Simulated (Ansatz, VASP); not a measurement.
MgCdSe: VASP beside Ansatz

```
Mg Cd Se
1.0
     3.93498    0.00000    0.00000
     0.00000    3.93498    0.00000
     0.00000    0.00000    5.85517
Mg Cd Se
1 1 1
Direct
  0.50000 0.50000 0.50000
  0.50000 0.50000 0.00000
  0.00000 0.00000 0.00000
```

Alike in both runs: functional PBE; k mesh 12 × 12 × 8; occupations gaussian, width 0.1 eV; no spin polarisation.

Ansatz relaxed the structure, and its values are those at the end. VASP's run is a single point on that final structure, the one shown.

```csv
,VASP,Ansatz
version,VASP 6.6.1,Ansatz 0.2.0
potentials or method,"VASP PAW PBE potentials, release 64 (Mg, Cd, Se), cutoff 520 eV","scalar-relativistic, plane waves, PAW"
valence electrons in the cell,20,46
```

VASP gave:

| Item | Value |
| --- | --- |
| gap on the k mesh at the Fermi level (eV) | none |
| pressure (GPa) | 0.1 |

Problem. Estimate Ansatz's values.

Solution. gap on the k mesh at the Fermi level (eV): none; pressure (GPa): 0.0.

A gap of «none» marks a metal or a gap that the smearing closes. The functional is the same, so the differences come from potentials, cutoffs and numerics. VASP's potentials hold 20 valence electrons a cell and Ansatz's 46, so a difference there can come from the potentials and not from the codes.
